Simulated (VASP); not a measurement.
# C in VASP: further runs

The runs below take C through single point, relaxation of cell and atoms, with r2SCAN.

All numbers are computed with VASP 6.6.1; they aren't measurements. Logs are shortened: lines on timing, memory, paths and dates and some standing lists are left out, and cuts for length are marked.

**1. The cell of the first run**

The structure is tetragonal, space group I4_1/amd (No. 141). The conventional cell has a = 2.568 Å, b = 2.568 Å, c = 3.518 Å, α = 90.00°, β = 90.00°, γ = 90.00°. C (site symmetry -4m2) has 4 C at 1.56 Å within 2.1 Å.

**2. Single point, r2SCAN (in-plane strain +0.02)**

POSCAR

```
C
1.0
    1.8157436125      1.8157436125      0.0000000000
   -1.8157436125      1.8157436125      0.0000000000
    0.0000000000      1.8157436125      1.7587791070
C
2
Direct
    0.5000000000      0.5000000000      0.0000000000
    0.7500000000      0.2500000000      0.5000000000
```

INCAR.step1

```
PREC = Accurate
ENCUT = 520
ISMEAR = 0
SIGMA = 0.01
LREAL = F
LASPH = T
NELM = 100
NBANDS = 11
GGA = PE
ALGO = Normal
EDIFF = 1E-4
LWAVE = T
LCHARG = F
```

INCAR.step2

```
PREC = Accurate
ENCUT = 520
EDIFF = 1E-6
ISMEAR = 0
SIGMA = 0.01
LREAL = F
LASPH = T
NELM = 100
ALGO = Normal
ISIF = 2
LWAVE = F
LCHARG = F
METAGGA = R2SCAN
LMIXTAU = T
NBANDS = 11
ISTART = 1
```

KPOINTS

```
Automatic mesh
0
Gamma
  12 12 12
```

Potentials or basis: VASP PAW PBE potentials, release 64 (C).

Started as:

```bash
$ cat potpaw_PBE.64/C/POTCAR > POTCAR
$ cp INCAR.step1 INCAR
$ mpirun -np 1 vasp_std > vasp.out
$ cp INCAR.step2 INCAR
$ mpirun -np 1 vasp_std > vasp.out
```

OUTCAR:

```text
PREC = Accurate
   ENCUT = 520
   EDIFF = 1E-6
   ISMEAR = 0
   LREAL = F
   LASPH = T
   NELM = 100
   ISIF = 2
   METAGGA = R2SCAN
   ISTART = 1

 ion  position               nearest neighbor table
   1  0.500  0.500  0.000-   2 1.56   2 1.56   2 1.56   2 1.56
   2  0.750  0.250  0.500-   1 1.56   1 1.56   1 1.56   1 1.56

  LATTYP: Found a body centered tetragonal cell.
 ALAT       =     2.5678492426
 C/A-ratio  =     1.3698460781

  Lattice vectors:

 A1 = (   1.8157436125,   0.0000000000,  -1.7587791070)
 A2 = (  -1.8157436125,   0.0000000000,  -1.7587791070)
 A3 = (   0.0000000000,   1.8157436125,   1.7587791070)

Analysis of symmetry for initial positions (statically):
=====================================================================
 Subroutine PRICEL returns:
 Original cell was already a primitive cell.

 Routine SETGRP: Setting up the symmetry group for a
 body centered tetragonal supercell.

 Subroutine GETGRP returns: Found 16 space group operations
 (whereof  8 operations were pure point group operations)
 out of a pool of 16 trial point group operations.

The static configuration has the point symmetry D_2d.
 The point group associated with its full space group is D_4h.

Analysis of symmetry for dynamics (positions and initial velocities):
=====================================================================
 Subroutine PRICEL returns:
 Original cell was already a primitive cell.

 Routine SETGRP: Setting up the symmetry group for a
 body centered tetragonal supercell.

 Subroutine GETGRP returns: Found 16 space group operations
 (whereof  8 operations were pure point group operations)
 out of a pool of 16 trial point group operations.

The dynamic configuration has the point symmetry D_2d.
 The point group associated with its full space group is D_4h.

 Subroutine INISYM returns: Found 16 space group operations
 (whereof  8 operations are pure point group operations),
 and found     1 'primitive' translations

----------------------------------------------------------------------------------------

                                     Primitive cell

  volume of cell :      11.5971

  direct lattice vectors                    reciprocal lattice vectors
     1.815743612  1.815743612  0.000000000     0.275369274  0.275369274 -0.284288117
    -1.815743612  1.815743612  0.000000000    -0.275369274  0.275369274 -0.284288117
     0.000000000  1.815743612  1.758779107     0.000000000  0.000000000  0.568576233

  length of vectors
     2.567849243  2.567849243  2.527890190     0.482157865  0.482157865  0.568576233

  position of ions in fractional coordinates (direct lattice)
     0.500000000  0.500000000  0.000000000
     0.750000000  0.250000000  0.500000000

  ion indices of the primitive-cell ions
   primitive index   ion index
                 1           1
                 2           2

----------------------------------------------------------------------------------------

 KPOINTS: Automatic mesh

Automatic generation of k-mesh.
 Grid dimensions read from file:
 generate k-points for:   12   12   12

 Generating k-lattice:

  Cartesian coordinates                     Fractional coordinates (reciprocal lattice)
     0.022947439  0.022947439 -0.023690676     0.083333333  0.000000000 -0.000000000
    -0.022947439  0.022947439 -0.023690676     0.000000000  0.083333333 -0.000000000
     0.000000000  0.000000000  0.047381353     0.000000000  0.000000000  0.083333333

  Length of vectors
     0.040179822  0.040179822  0.047381353

  Shift w.r.t. Gamma in fractional coordinates (k-lattice)
     0.000000000  0.000000000  0.000000000

 Subroutine IBZKPT returns following result:
 ===========================================

 Found    163 irreducible k-points:

 Following reciprocal coordinates:
            Coordinates               Weight
  0.000000  0.000000  0.000000      1.000000
  0.083333  0.000000  0.000000      8.000000
  0.166667  0.000000  0.000000      8.000000
  0.250000  0.000000  0.000000      8.000000
  0.333333  0.000000 -0.000000      8.000000
  0.416667  0.000000  0.000000      8.000000
[... 16 lines left out ...]
  0.500000  0.166667  0.000000     16.000000
 -0.416667  0.166667 -0.000000     16.000000
 [... further k-points ...]
   k-points           NKPTS =    163   k-points in BZ     NKDIM =    163   number of bands    NBANDS=     11
   number of dos      NEDOS =    301   number of ions     NIONS =      2
   total plane-waves  NPLWV =   8000
   dimension x,y,z NGX =    20 NGY =   20 NGZ =   20
   dimension x,y,z NGXF=    40 NGYF=   40 NGZF=   40
   ions per type =               2
   NGX,Y,Z   is equivalent  to a cutoff of  12.95, 12.95, 13.15 a.u.
   NGXF,Y,Z  is equivalent  to a cutoff of  25.90, 25.90, 26.31 a.u.
 SYSTEM =  unknown system
   PREC   = accura    normal or accurate (medium, high low for compatibility)
   ISTART =      1    job   : 0-new  1-cont  2-samecut
   ICHARG =      0    charge: 1-file 2-atom 10-const
   ISPIN  =      1    spin polarized calculation?
   LNONCOLLINEAR =      F non collinear calculations
   LSORBIT =      F    spin-orbit coupling
   LASPH  =      T    aspherical Exc in radial PAW
   ENCUT  =  520.0 eV  38.22 Ry    6.18 a.u.   4.77  4.77  4.70*2*pi/ulx,y,z
   NELM   =    100;   NELMIN=  2; NELMDL=  0     # of ELM steps
   EDIFF  = 0.1E-05   stopping-criterion for ELM
   LREAL  =      F    real-space projection
   EDIFFG = 0.1E-04   stopping-criterion for IOM
   NSW    =      0    number of steps for IOM
   IBRION =     -1    ionic relax: 0-MD 1-quasi-New 2-CG
   NFREE  =      0    steps in history (QN), initial steepest desc. (CG)
   ISIF   =      2    stress and relaxation
   ISYM   =      2    0-nonsym 1-usesym 2-fastsym
   POTIM  = 0.5000    time-step for ionic-motion
   TEBEG  =    0.0;   TEEND  =   0.0 temperature during run
   PSTRESS=    0.0 pullay stress
   NELECT =       8.0000    total number of electrons
   NUPDOWN=      -1.0000    fix difference up-down
   EMIN   =  10.00;   EMAX   =-10.00  energy-range for DOS
   EFERMI =   0.00;   METHOD = LEGACY
   ISMEAR =     0;   SIGMA  =   0.01  broadening in eV -4-tet -1-fermi 0-gaus
   EFERMI_NEDOS =   21; number of points for ismear=-14 and -15
   IALGO  =     38    algorithm
   IMIX   =      4    mixing-type and parameters
     AMIX     =   0.40;   BMIX     =  1.00
     AMIX_MAG =   1.60;   BMIX_MAG =  1.00
  volume/ion in A,a.u.               =       5.80        39.13
  Fermi-wavevector in a.u.,A,eV,Ry     =   1.446510  2.733507 28.468702  2.092391
  Thomas-Fermi vector in A             =   2.564570
   LORBIT       =      0    0 simple, 1 ext, 2 COOP (PROOUT), +10 PAW based schemes
   METAGGA = R2SCAN    functional components
   LHFCALC =     F    Hartree Fock is set to
   AEXX    =    0.0000 exact exchange contribution
   IVDW    =     0    specifies the selected vdW correction
   LEPSILON=     F    determine dielectric tensor
   LRPA    =     F    only Hartree local field effects (RPA)
 non-spin polarized calculation
 Gauss-broadening in eV      SIGMA  =   0.01
  energy-cutoff  :      520.00
  volume of cell :       11.60
 maximum number of plane-waves:       323
   NGX =  9   NGY =  9   NGZ =  9

 number of electron       8.0000000 magnetization

 Free energy of the ion-electron system (eV)
  ---------------------------------------------------
  ext. energy  EPLUGINS =         0.00000000
  ---------------------------------------------------
  free energy    TOTEN  =       -19.62507841 eV

  energy without entropy =      -19.62507841  energy(sigma->0) =      -19.62507841

 E-fermi :   9.9437     XC(G=0): -14.1380

 val. band max:        9.7148999210   @ k =   0.0000   0.0000   0.0000
 cond. band min:      13.1791927117   @ k =   0.0000   0.0000   0.3333
 fundamental gap:      3.4642927907
 Fermi energy:         9.9437472423

 k-point     1 :       0.0000    0.0000    0.0000
  band No.  band energies     occupation
      1     -12.9955      2.00000
      2       9.2364      2.00000
      3       9.2364      2.00000
      4       9.7149      2.00000
      5      14.8992      0.00000
      6      15.3215      0.00000
      7      15.3215      0.00000
      8      22.6706      0.00000
      9      29.4998      0.00000
     10      35.7069      0.00000
     11      37.2045      0.00000

 k-point     2 :       0.0833    0.0000    0.0000
  band No.  band energies     occupation
      1     -12.7974      2.00000
      2       8.0716      2.00000
      3       8.8924      2.00000
      4       9.2593      2.00000
      5      15.3785      0.00000
      6      15.7520      0.00000
      7      16.0261      0.00000
      8      22.8924      0.00000
      9      29.8415      0.00000
     10      33.9100      0.00000
     11      34.8828      0.00000

 k-point     3 :       0.1667    0.0000    0.0000
  band No.  band energies     occupation
      1     -12.2061      2.00000
      2       5.4485      2.00000
      3       8.1384      2.00000
      4       8.5285      2.00000
      5      16.3135      0.00000
      6      16.6744      0.00000
      7      17.1454      0.00000
      8      23.5373      0.00000
      9      30.5458      0.00000
     10      32.4690      0.00000
     11      33.2202      0.00000

 k-point     4 :       0.2500    0.0000    0.0000
  band No.  band energies     occupation
      1     -11.2313      2.00000
      2       2.5022      2.00000
      3       7.3531      2.00000
      4       7.8045      2.00000
      5      17.1053      0.00000
      6      17.4988      0.00000
      7      17.9843      0.00000
      8      24.4407      0.00000
      9      30.9260      0.00000
     10      32.2595      0.00000
     11      32.7752      0.00000

 k-point     5 :       0.3333    0.0000   -0.0000
  band No.  band energies     occupation
      1      -9.8995      2.00000
      2      -0.3726      2.00000
      3       6.7246      2.00000
      4       7.2369      2.00000
      5      17.5002      0.00000
      6      17.9265      0.00000
      7      18.5284      0.00000
      8      25.2737      0.00000
      9      31.1355      0.00000
     10      33.3427      0.00000
     11      33.5205      0.00000
[... 211 lines left out ...]
 k-point    21 :       0.3333    0.1667    0.0000
  band No.  band energies     occupation
      1      -8.1569      2.00000
      2      -1.6519      2.00000
      3       3.3266      2.00000
      4       6.4753      2.00000
      5      17.9523      0.00000
      6      19.1877      0.00000
      7      20.6332      0.00000
      8      24.8279      0.00000
      9      30.4772      0.00000
     10      32.0876      0.00000
     11      35.0935      0.00000

 k-point    22 :       0.4167    0.1667    0.0000
  band No.  band energies     occupation
      1      -6.7040      2.00000
      2      -3.6093      2.00000
      3       3.5011      2.00000
      4       5.8339      2.00000
      5      17.4183      0.00000
      6      19.7862      0.00000
      7      20.9032      0.00000
      8      25.5474      0.00000
      9      29.7682      0.00000
     10      34.4963      0.00000
     11      34.8976      0.00000

 k-point    23 :       0.5000    0.1667    0.0000
  band No.  band energies     occupation
      1      -7.1793      2.00000
      2      -3.0339      2.00000
      3       3.9824      2.00000
      4       5.4478      2.00000
      5      16.9548      0.00000
      6      20.1257      0.00000
      7      21.1249      0.00000
      8      24.4912      0.00000
      9      30.3482      0.00000
     10      33.9882      0.00000
     11      36.9747      0.00000

 k-point    24 :      -0.4167    0.1667   -0.0000
  band No.  band energies     occupation
      1      -8.7652      2.00000
      2      -0.7566      2.00000
      3       4.7086      2.00000
      4       5.3695      2.00000
      5      16.5107      0.00000
      6      20.2256      0.00000
      7      21.2305      0.00000
      8      22.7877      0.00000
      9      31.2904      0.00000
     10      32.4335      0.00000
     11      37.6835      0.00000

 [... further k-points ...]
[... 5 lines left out ...]
  --------------------------------------------------------------------------------------
  -------------------------------------------------------------------------------------
  Total       -1.4913329     -1.4913329      0.6496728      0.0000000      0.0000000      0.0000000
  in kB     -206.0320811   -206.0320811     89.7542250      0.0000000      0.0000000      0.0000000
  external PRESSURE =    -107.4366457 kB  Pullay stress =       0.0000000 kB

 VOLUME and BASIS-vectors are now :
 -----------------------------------------------------------------------------
  energy-cutoff  :      520.00
  volume of cell :       11.60
      direct lattice vectors                 reciprocal lattice vectors
     1.815743612  1.815743612  0.000000000     0.275369274  0.275369274 -0.284288117
    -1.815743612  1.815743612  0.000000000    -0.275369274  0.275369274 -0.284288117
     0.000000000  1.815743612  1.758779107     0.000000000  0.000000000  0.568576233

 POSITION                                       TOTAL-FORCE (eV/Angst)
 -----------------------------------------------------------------------------------
      0.00000      1.81574      0.00000         0.000000      0.000000      0.000000
      0.90787      2.72362      0.87939        -0.000000     -0.000000      0.000000
 -----------------------------------------------------------------------------------
    total drift:                                0.000000      0.000000      0.000000

  FREE ENERGIE OF THE ION-ELECTRON SYSTEM (eV)
  ---------------------------------------------------
  free  energy   TOTEN  =       -19.6250784051 eV

  energy  without entropy=      -19.6250784051  energy(sigma->0) =      -19.62507841
```

It used 47 s of CPU time on 1 thread of Intel Xeon 6975P-C, on a shared host.

What came out:

- Free energy: -19.6251 eV
- Pressure: -10.7 GPa
- Band gap on the k mesh: 3.46 eV, indirect (least direct gap 5.18 eV)

Caveat: the cell differs from its parent crystal (in-plane strain +0.02); the PAW data sets were made with another functional, which shifts forces and pressure a little. A k mesh can miss the band edges.

**3. Single point, r2SCAN (in-plane strain +0.02, then relaxed in part)**

Changes to POSCAR since step 2:

```diff
@@ -4,3 +4,3 @@
    -1.8157436125      1.8157436125      0.0000000000
-    0.0000000000      1.8157436125      1.7587791070
+    0.0000000000      1.8157436125      1.7725871191
 C
```

INCAR.step1

```
SYSTEM = C
PREC = Accurate ; ENCUT = 520
ISMEAR = 0 ; SIGMA = 0.01
LREAL = .FALSE. ; LASPH = .TRUE.
NELM = 60 ; NBANDS = 11
GGA = PE ; ALGO = Normal
EDIFF = 1E-4 ; LWAVE = .TRUE.
LCHARG = .FALSE.
```

INCAR.step2

```
SYSTEM = C
PREC = Accurate ; ENCUT = 520
EDIFF = 1E-6 ; ISMEAR = 0
SIGMA = 0.01 ; LREAL = .FALSE.
LASPH = .TRUE. ; NELM = 60
ALGO = Normal ; ISIF = 2
LWAVE = .FALSE. ; LCHARG = .TRUE.
METAGGA = R2SCAN ; LMIXTAU = .TRUE.
LELF = .TRUE. ; LVHAR = .TRUE.
NBANDS = 11 ; ISTART = 1
```

KPOINTS

```
regular mesh
0
G
  12 12 12
  0 0 0
```

Potentials or basis: VASP PAW PBE potentials, release 64 (C).

Started as:

```bash
$ cat potpaw_PBE.64/C/POTCAR > POTCAR
$ cp INCAR.step1 INCAR
$ mpirun -np 1 vasp_std > vasp.out
$ cp INCAR.step2 INCAR
$ mpirun -np 1 vasp_std > vasp.out
```

Run time: 80 s. Hardware: 1 thread of Intel Xeon 6975P-C, shared host; peak memory 0.13 GiB.

It converged, with:

| Quantity | Value |
| --- | --- |
| Free energy | -19.6281 eV |
| Pressure | -13.9 GPa |
| Band gap on the k mesh | 3.65 eV, indirect (least direct gap 5.31 eV) |

Stress tensor (GPa, compression positive):
```
-21.36   0.00   0.00
  0.00 -21.36   0.00
  0.00   0.00   0.95
```

Levels at points of the mesh, in eV from the valence-band top:
```tsv
k point	band 2	band 3	band 4	band 5	band 6	band 7
(0.00, 0.00, 0.00)	-0.36	-0.36	0.00	5.31	5.62	5.62
(0.50, 0.00, 0.00)	-13.95	-3.35	-2.92	8.08	8.41	8.99
(0.50, 0.50, 0.00)	-13.74	-6.59	-6.59	4.89	4.89	17.09
(0.00, 0.00, 0.50)	-13.36	-6.95	-6.95	4.31	4.31	17.25
```

Caveat: the cell differs from its parent crystal (in-plane strain +0.02, then relaxed in part); the PAW data sets were made with another functional, which shifts forces and pressure a little. A k mesh can miss the band edges.

**4. Relaxation of cell and atoms, r2SCAN**

This run uses another cell than the first one, of 5.67 Å³/atom, 0.978 times its volume.

POSCAR

```
C
1.0
    1.7833700000      1.7833700000      0.0000000000
   -1.7833700000      1.7833700000      0.0000000000
    0.0000000000      1.7833700000      1.7833700000
C
2
Direct
    0.5000000000      0.5000000000      0.0000000000
    0.7500000000      0.2500000000      0.5000000000
```

INCAR.step1

```
ALGO = Normal
EDIFF = 1E-4
ENCUT = 600
GGA = PE
ISMEAR = -1
LASPH = True
LCHARG = False
LREAL = False
LWAVE = True
NELM = 60
PREC = Accurate
SIGMA = 0.1
```

INCAR.step2

```
ALGO = Normal
EDIFF = 1E-6
EDIFFG = -0.002
ENCUT = 600
IBRION = 2
ISIF = 3
ISMEAR = -1
ISTART = 1
LASPH = True
LCHARG = False
LMIXTAU = True
LREAL = False
LWAVE = False
METAGGA = R2SCAN
NELM = 60
NSW = 100
PREC = Accurate
SIGMA = 0.1
```

KPOINTS

```
k-points
0
Gamma
  16 16 16
```

Started as:

```bash
$ cat potpaw_PBE.64/C/POTCAR > POTCAR
$ cp INCAR.step1 INCAR
$ mpirun -np 1 vasp_std > vasp.out
$ cp INCAR.step2 INCAR
$ mpirun -np 1 vasp_std > vasp.out
```

Wall time 1.9 min (1 thread of Intel Xeon 6975P-C, shared host); peak memory 0.13 GiB.

The run converged. Its results:

```yaml
Free_energy: -19.6643 eV
Relaxed_volume: 5.65 Å³/atom
Relaxed_cell: a = 2.518 Å, b = 2.518 Å, c = 2.518 Å, α = 60.00°, β = 60.00°, γ = 90.00°
Space_group_after_relaxing_to_0.05_Å: Fd-3m (No. 227)
Energy_gained_by_relaxing: 0.2 meV/atom
Ionic_steps: 3
Pressure_after_relaxing: 0.0 GPa
Band_gap_on_the_k_mesh: 4.34 eV, indirect (least direct gap 5.85 eV)
```

The path:
```tsv
step	energy change (eV)	largest force (eV/Å)	pressure (GPa)	volume (Å³)
1	0.0000	0.0000	-2.09	11.34
2	0.0002	0.0000	2.73	11.22
3	-0.0004	0.0000	0.01	11.29
```

Final structure:
```yaml
crystal:
  lattice:
    - [1.78056, 1.78056, 0.00000]
    - [-1.78056, 1.78056, 0.00000]
    - [0.00000, 1.78056, 1.78056]
  atoms:
    - { symbol: C, position: [0.50000, 0.50000, 0.00000] }
    - { symbol: C, position: [0.75000, 0.25000, 0.50000] }
```

Levels at points of the mesh, in eV from the valence-band top:
```csv
k point,band 1,band 2,band 3,band 4,band 5,band 6,band 7,band 8
"(0.00, 0.00, 0.00)",-22.76,0.00,0.00,0.00,5.85,5.85,5.85,13.93
"(0.50, 0.00, 0.00)",-16.79,-14.10,-2.99,-2.99,8.90,8.90,9.19,16.74
"(0.50, 0.50, 0.00)",-13.62,-13.62,-6.69,-6.69,5.01,5.01,17.95,17.95
```

Caveat: the PAW data sets were made with another functional, which shifts forces and pressure a little.

**5. The runs side by side**

| task | cell | k mesh | cutoff (eV) | smearing | gap on the mesh (eV) | pressure (GPa) |
| --- | --- | --- | --- | --- | --- | --- |
| single point | a = 2.568, b = 2.568, c = 2.528 Å, angles 59.5, 59.5, 90.0°, 2 atoms | 12 × 12 × 12 | 520 | gaussian 0.01 eV | 3.46 | -10.7 |
| single point | a = 2.568, b = 2.568, c = 2.538 Å, angles 59.6, 59.6, 90.0°, 2 atoms | 12 × 12 × 12 | 520 | gaussian 0.01 eV | 3.65 | -13.9 |
| relaxation of cell and atoms | relaxed from a = 2.522 Å, angles 60.0, 60.0, 90.0°, 2 atoms | 16 × 16 × 16 | 600 | fermi-dirac 0.1 eV | 4.34 | 0.0 |

Alike in all rows: level r2SCAN; potentials or basis VASP PAW PBE potentials, release 64 (C); no spin polarisation.

Caveats: the PAW data sets were made with another functional, which shifts forces and pressure a little.

Absolute energies hang on the potentials; compare differences alone.
